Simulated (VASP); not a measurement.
# Eu (Fm-3m) in VASP: single point with PBE

Aim: the single point of Eu with PBE.

Program: VASP 6.6.1. These are calculated values, not measurements. Logs are shortened: lines on timing, memory, paths and dates and some standing lists are left out, and cuts for length are marked.

### Step 1. The cell of the first run

It takes space group Fm-3m (No. 225, cubic). Conventional cell: a = 5.579 Å, b = 5.579 Å, c = 5.579 Å, α = 90.00°, β = 90.00°, γ = 90.00°. Within 5.2 Å of Eu (site symmetry m-3m) lie 12 Eu at 3.94 Å.

This isn't the form of Eu at room conditions, which is bcc.

### Step 2. Single point, PBE, collinear spin, ferromagnetic start

INCAR

```
SYSTEM = Eu
ALGO = Normal ; EDIFF = 1E-6
ENCUT = 520 ; GGA = PE
ISIF = 2 ; ISMEAR = -1
ISPIN = 2 ; LASPH = .True.
LCHARG = .True. ; LELF = .True.
LMAXMIX = 6 ; LORBIT = 11
LREAL = .False. ; LVHAR = .True.
LWAVE = .False. ; MAGMOM = 7
NBANDS = 18 ; NELM = 150
PREC = Accurate ; SIGMA = 0.08
```

KPOINTS

```
k-points
0
Gamma
  8 8 8
  0 0 0
```

POSCAR

```
Eu
1.0
    0.0000000000      2.7893026914      2.7893026914
    2.7893026914      0.0000000000      2.7893026914
    2.7893026914      2.7893026914      0.0000000000
Eu
1
Direct
    0.0000000000      0.0000000000      0.0000000000
```

Potentials or basis: VASP PAW PBE potentials, release 64 (Eu).

Launch:

```bash
cat potpaw_PBE.64/Eu/POTCAR > POTCAR
mpirun -np 1 vasp_std > vasp.out
```

OUTCAR:

```text
SYSTEM = Eu
   EDIFF = 1E-6
   ENCUT = 520
   GGA = PE
   ISIF = 2
   ISMEAR = -1
   ISPIN = 2
   LASPH = .True.
   LORBIT = 11
   LREAL = .False.
   NELM = 150
   PREC = Accurate

 ion  position               nearest neighbor table
   1  0.000  0.000  0.000-

  LATTYP: Found a face centered cubic cell.
 ALAT       =     5.5786053828

  Lattice vectors:

 A1 = (   0.0000000000,   2.7893026914,   2.7893026914)
 A2 = (   2.7893026914,   0.0000000000,   2.7893026914)
 A3 = (   2.7893026914,   2.7893026914,   0.0000000000)

Analysis of symmetry for initial positions (statically):
=====================================================================
 Subroutine PRICEL returns:
 Original cell was already a primitive cell.

 Routine SETGRP: Setting up the symmetry group for a
 face centered cubic supercell.

 Subroutine GETGRP returns: Found 48 space group operations
 (whereof 48 operations were pure point group operations)
 out of a pool of 48 trial point group operations.

The static configuration has the point symmetry O_h .

Analysis of symmetry for dynamics (positions and initial velocities):
=====================================================================
 Subroutine PRICEL returns:
 Original cell was already a primitive cell.

 Routine SETGRP: Setting up the symmetry group for a
 face centered cubic supercell.

 Subroutine GETGRP returns: Found 48 space group operations
 (whereof 48 operations were pure point group operations)
 out of a pool of 48 trial point group operations.

The dynamic configuration has the point symmetry O_h .

Analysis of structural, dynamic, and magnetic symmetry:
=====================================================================
 Subroutine PRICEL returns:
 Original cell was already a primitive cell.

 Routine SETGRP: Setting up the symmetry group for a
 face centered cubic supercell.

 Subroutine GETGRP returns: Found 48 space group operations
 (whereof 48 operations were pure point group operations)
 out of a pool of 48 trial point group operations.

The overall configuration has the point symmetry O_h .

 Subroutine INISYM returns: Found 48 space group operations
 (whereof 48 operations are pure point group operations),
 and found     1 'primitive' translations

----------------------------------------------------------------------------------------

                                     Primitive cell

  volume of cell :      43.4027

  direct lattice vectors                    reciprocal lattice vectors
     0.000000000  2.789302691  2.789302691    -0.179256271  0.179256271  0.179256271
     2.789302691  0.000000000  2.789302691     0.179256271 -0.179256271  0.179256271
     2.789302691  2.789302691  0.000000000     0.179256271  0.179256271 -0.179256271

  length of vectors
     3.944669696  3.944669696  3.944669696     0.310480969  0.310480969  0.310480969

  position of ions in fractional coordinates (direct lattice)
     0.000000000  0.000000000  0.000000000

  ion indices of the primitive-cell ions
   primitive index   ion index
                 1           1

----------------------------------------------------------------------------------------

 KPOINTS: k-points

Automatic generation of k-mesh.
 Grid dimensions read from file:
 generate k-points for:    8    8    8

 Generating k-lattice:

  Cartesian coordinates                     Fractional coordinates (reciprocal lattice)
    -0.022407034  0.022407034  0.022407034     0.125000000  0.000000000  0.000000000
     0.022407034 -0.022407034  0.022407034     0.000000000  0.125000000  0.000000000
     0.022407034  0.022407034 -0.022407034     0.000000000  0.000000000  0.125000000

  Length of vectors
     0.038810121  0.038810121  0.038810121

  Shift w.r.t. Gamma in fractional coordinates (k-lattice)
     0.000000000  0.000000000  0.000000000

 Subroutine IBZKPT returns following result:
 ===========================================

 Found     29 irreducible k-points:

 Following reciprocal coordinates:
            Coordinates               Weight
  0.000000  0.000000  0.000000      1.000000
  0.125000  0.000000  0.000000      8.000000
  0.250000  0.000000  0.000000      8.000000
  0.375000  0.000000  0.000000      8.000000
  0.500000  0.000000  0.000000      4.000000
  0.125000  0.125000  0.000000      6.000000
[... 16 lines left out ...]
  0.500000  0.250000  0.125000     48.000000
 -0.375000  0.250000  0.125000     24.000000
 [... further k-points ...]
   k-points           NKPTS =     29   k-points in BZ     NKDIM =     29   number of bands    NBANDS=     18
   number of dos      NEDOS =    301   number of ions     NIONS =      1
   total plane-waves  NPLWV =  27000
   dimension x,y,z NGX =    30 NGY =   30 NGZ =   30
   dimension x,y,z NGXF=    60 NGYF=   60 NGZF=   60
   ions per type =               1
   NGX,Y,Z   is equivalent  to a cutoff of  12.64, 12.64, 12.64 a.u.
   NGXF,Y,Z  is equivalent  to a cutoff of  25.29, 25.29, 25.29 a.u.
 SYSTEM =  Eu
   PREC   = accura    normal or accurate (medium, high low for compatibility)
   ISTART =      0    job   : 0-new  1-cont  2-samecut
   ICHARG =      2    charge: 1-file 2-atom 10-const
   ISPIN  =      2    spin polarized calculation?
   LNONCOLLINEAR =      F non collinear calculations
   LSORBIT =      F    spin-orbit coupling
   LASPH  =      T    aspherical Exc in radial PAW
   ENCUT  =  520.0 eV  38.22 Ry    6.18 a.u.   7.33  7.33  7.33*2*pi/ulx,y,z
   NELM   =    150;   NELMIN=  2; NELMDL= -5     # of ELM steps
   EDIFF  = 0.1E-05   stopping-criterion for ELM
   LREAL  =      F    real-space projection
   EDIFFG = 0.1E-04   stopping-criterion for IOM
   NSW    =      0    number of steps for IOM
   IBRION =     -1    ionic relax: 0-MD 1-quasi-New 2-CG
   NFREE  =      0    steps in history (QN), initial steepest desc. (CG)
   ISIF   =      2    stress and relaxation
   ISYM   =      2    0-nonsym 1-usesym 2-fastsym
   POTIM  = 0.5000    time-step for ionic-motion
   TEBEG  =    0.0;   TEEND  =   0.0 temperature during run
   PSTRESS=    0.0 pullay stress
   NELECT =      17.0000    total number of electrons
   NUPDOWN=      -1.0000    fix difference up-down
   EMIN   =  10.00;   EMAX   =-10.00  energy-range for DOS
   EFERMI =   0.00;   METHOD = LEGACY
   ISMEAR =    -1;   SIGMA  =   0.08  broadening in eV -4-tet -1-fermi 0-gaus
   EFERMI_NEDOS =   21; number of points for ismear=-14 and -15
   IALGO  =     38    algorithm
   IMIX   =      4    mixing-type and parameters
     AMIX     =   0.40;   BMIX     =  1.00
     AMIX_MAG =   1.60;   BMIX_MAG =  1.00
  volume/ion in A,a.u.               =      43.40       292.90
  Fermi-wavevector in a.u.,A,eV,Ry     =   1.197803  2.263520 19.520723  1.434733
  Thomas-Fermi vector in A             =   2.333709
   LORBIT       =     11    0 simple, 1 ext, 2 COOP (PROOUT), +10 PAW based schemes
   GGA     = PE    functional components
   LHFCALC =     F    Hartree Fock is set to
   AEXX    =    0.0000 exact exchange contribution
   IVDW    =     0    specifies the selected vdW correction
   LEPSILON=     F    determine dielectric tensor
   LRPA    =     F    only Hartree local field effects (RPA)
 spin polarized calculation
  energy-cutoff  :      520.00
  volume of cell :       43.40
 maximum number of plane-waves:      1211
 NGX is ok and might be reduce to    30
   NGX = 15   NGY = 15   NGZ = 15

 number of electron      17.0000004 magnetization       7.4993666

 Free energy of the ion-electron system (eV)
  ---------------------------------------------------
  ext. energy  EPLUGINS =         0.00000000
  ---------------------------------------------------
  free energy    TOTEN  =       -11.47747201 eV

  energy without entropy =      -11.43491062  energy(sigma->0) =      -11.45619131

 E-fermi :   1.9351     XC(G=0):  -8.6898

 val. band max:        1.9049330760   @ k =   0.5000   0.3750   0.1250
 cond. band min:       1.9748377256   @ k =  -0.3750   0.2500   0.1250
 fundamental gap:      0.0699046496
 Fermi energy:         1.9351228402

 spin component 1

 k-point     1 :       0.0000    0.0000    0.0000
  band No.  band energies     occupation
      1     -39.7104      1.00000
      2     -18.2861      1.00000
      3     -18.2861      1.00000
      4     -18.2860      1.00000
      5      -2.4294      1.00000
      6       1.3398      0.99941
[... 10 lines left out ...]
     17       5.5511      0.00000
     18      10.0397      0.00000

 k-point     2 :       0.1250    0.0000    0.0000
  band No.  band energies     occupation
      1     -39.7064      1.00000
      2     -18.3471      1.00000
      3     -18.2940      1.00000
      4     -18.2940      1.00000
      5      -2.1039      1.00000
      6       1.3389      0.99942
[... 10 lines left out ...]
     17       5.4116      0.00000
     18      10.6871      0.00000

 k-point     3 :       0.2500    0.0000    0.0000
  band No.  band energies     occupation
      1     -39.6965      1.00000
      2     -18.4907      1.00000
      3     -18.3132      1.00000
      4     -18.3132      1.00000
      5      -1.2472      1.00000
      6       1.3476      0.99935
[... 10 lines left out ...]
     17       5.5553      0.00000
     18       9.9078      0.00000

 k-point     4 :       0.3750    0.0000    0.0000
  band No.  band energies     occupation
      1     -39.6867      1.00000
      2     -18.6294      1.00000
      3     -18.3323      1.00000
      4     -18.3323      1.00000
      5      -0.2843      1.00000
      6       1.3696      0.99915
[... 375 lines left out ...]
      4     -18.3381      1.00000
      5      -0.5291      1.00000
      6       1.3485      0.99935
[... 10 lines left out ...]
     17       6.5967      0.00000
     18      10.5517      0.00000

 k-point    23 :       0.5000    0.2500    0.1250
  band No.  band energies     occupation
      1     -39.6813      1.00000
      2     -18.5993      1.00000
      3     -18.4313      1.00000
      4     -18.3611      1.00000
      5       0.4311      1.00000
      6       1.3624      0.99922
[... 10 lines left out ...]
     17       7.3398      0.00000
     18       8.9053      0.00000

 k-point    24 :      -0.3750    0.2500    0.1250
  band No.  band energies     occupation
      1     -39.6780      1.00000
      2     -18.6309      1.00000
      3     -18.4453      1.00000
      4     -18.3735      1.00000
      5       0.8937      1.00000
      6       1.3339      0.99946
[... 10 lines left out ...]
     17       7.6021      0.00000
     18       7.8980      0.00000

 [... further k-points ...]

 spin component 2

 k-point     1 :       0.0000    0.0000    0.0000
  band No.  band energies     occupation
      1     -36.5542      1.00000
      2     -15.9182      1.00000
      3     -15.9182      1.00000
      4     -15.9182      1.00000
      5      -1.4813      1.00000
      6       4.8373      0.00000
[... 10 lines left out ...]
     17       6.7535      0.00000
     18      11.6541      0.00000

 k-point     2 :       0.1250    0.0000    0.0000
  band No.  band energies     occupation
      1     -36.5489      1.00000
      2     -15.9949      1.00000
      3     -15.9279      1.00000
      4     -15.9279      1.00000
      5      -1.1419      1.00000
      6       4.3570      0.00000
[... 10 lines left out ...]
     17       6.7906      0.00000
     18      12.1423      0.00000

 k-point     3 :       0.2500    0.0000    0.0000
  band No.  band energies     occupation
      1     -36.5361      1.00000
      2     -16.1742      1.00000
      3     -15.9511      1.00000
      4     -15.9511      1.00000
      5      -0.2553      1.00000
      6       3.6915      0.00000
[... 10 lines left out ...]
     17       7.0699      0.00000
     18      11.0669      0.00000

 k-point     4 :       0.3750    0.0000    0.0000
  band No.  band energies     occupation
      1     -36.5233      1.00000
      2     -16.3456      1.00000
      3     -15.9741      1.00000
      4     -15.9741      1.00000
      5       0.7342      1.00000
      6       3.3556      0.00000
[... 375 lines left out ...]
      4     -15.9816      1.00000
      5       0.4752      1.00000
      6       3.3293      0.00000
[... 10 lines left out ...]
     17       7.9684      0.00000
     18      11.7399      0.00000

 k-point    23 :       0.5000    0.2500    0.1250
  band No.  band energies     occupation
      1     -36.5163      1.00000
      2     -16.3074      1.00000
      3     -16.0975      1.00000
      4     -16.0098      1.00000
      5       1.4691      0.99706
      6       3.0746      0.00000
[... 10 lines left out ...]
     17       8.7048      0.00000
     18      10.2310      0.00000

 k-point    24 :      -0.3750    0.2500    0.1250
  band No.  band energies     occupation
      1     -36.5120      1.00000
      2     -16.3462      1.00000
      3     -16.1146      1.00000
      4     -16.0251      1.00000
      5       2.0266      0.24177
      6       2.7493      0.00004
[... 10 lines left out ...]
     17       8.9625      0.00000
     18       9.2751      0.00000

 [... further k-points ...]

------------------------ aborting loop because EDIFF is reached ----------------------------------------

  FORCE on cell =-STRESS in cart. coord.  units (eV):
  Direction    XX          YY          ZZ          XY          YZ          ZX
  --------------------------------------------------------------------------------------
  -------------------------------------------------------------------------------------
  Total       -0.2240211     -0.2240211     -0.2240211      0.0000000     -0.0000000     -0.0000000
  in kB       -8.2695649     -8.2695649     -8.2695649      0.0000000     -0.0000000     -0.0000000
  external PRESSURE =      -8.2695649 kB  Pullay stress =       0.0000000 kB

 VOLUME and BASIS-vectors are now :
 -----------------------------------------------------------------------------
  energy-cutoff  :      520.00
  volume of cell :       43.40
      direct lattice vectors                 reciprocal lattice vectors
     0.000000000  2.789302691  2.789302691    -0.179256271  0.179256271  0.179256271
     2.789302691  0.000000000  2.789302691     0.179256271 -0.179256271  0.179256271
     2.789302691  2.789302691  0.000000000     0.179256271  0.179256271 -0.179256271

 POSITION                                       TOTAL-FORCE (eV/Angst)
 -----------------------------------------------------------------------------------
      0.00000      0.00000      0.00000         0.000000      0.000000      0.000000
 -----------------------------------------------------------------------------------
    total drift:                               -0.000000     -0.000000     -0.000000

  FREE ENERGIE OF THE ION-ELECTRON SYSTEM (eV)
  ---------------------------------------------------
  free  energy   TOTEN  =       -11.4774720068 eV

  energy  without entropy=      -11.4349106202  energy(sigma->0) =      -11.45619131

 total charge

# of ion       s       p       d       f       tot
--------------------------------------------------
    1        2.082   5.709   0.302   6.633  14.727

 magnetization (x)

# of ion       s       p       d       f       tot
--------------------------------------------------
    1       -0.001  -0.089   0.182   6.632   6.724
```

Wall time 2 min (1 thread of AMD EPYC, shared host); peak memory 0.18 GiB.

What came out:

| Property | Result |
| --- | --- |
| Free energy | -11.4775 eV |
| Pressure | -0.8 GPa |
| Net moment | 7.50 μB per cell |
| Site moments | Eu +6.72 μB |
| Valence electrons inside the program's atomic spheres | Eu 14.73 |

Levels at points of the mesh, in eV from the Fermi level:
Spin up:
```
           k point  band 9  band 10  band 11  band 12  band 13  band 14  band 15  band 16
(0.00, 0.00, 0.00)   -0.49    -0.38    -0.38    -0.38     1.76     1.76     1.76     3.62
(0.50, 0.00, 0.00)   -0.47    -0.38    -0.38    -0.38     0.53     1.62     1.62     4.96
(0.50, 0.50, 0.00)   -0.51    -0.48    -0.40    -0.40    -0.38     1.74     4.99     5.35
```
Spin down:
| k point | band 2 | band 3 | band 4 | band 5 | band 6 | band 7 | band 8 | band 9 |
| --- | --- | --- | --- | --- | --- | --- | --- | --- |
| (0.00, 0.00, 0.00) | -17.85 | -17.85 | -17.85 | -3.42 | 2.90 | 2.90 | 2.90 | 3.82 |
| (0.50, 0.00, 0.00) | -18.35 | -17.92 | -17.92 | -0.79 | 1.42 | 2.68 | 2.68 | 3.89 |
| (0.50, 0.50, 0.00) | -18.32 | -18.03 | -18.03 | -0.60 | 0.47 | 2.69 | 4.13 | 4.13 |

Caveat: spin-orbit coupling is left out, which moves the levels of the heavy elements; semilocal functionals describe open f shells poorly, which spoils levels, moments and volumes.
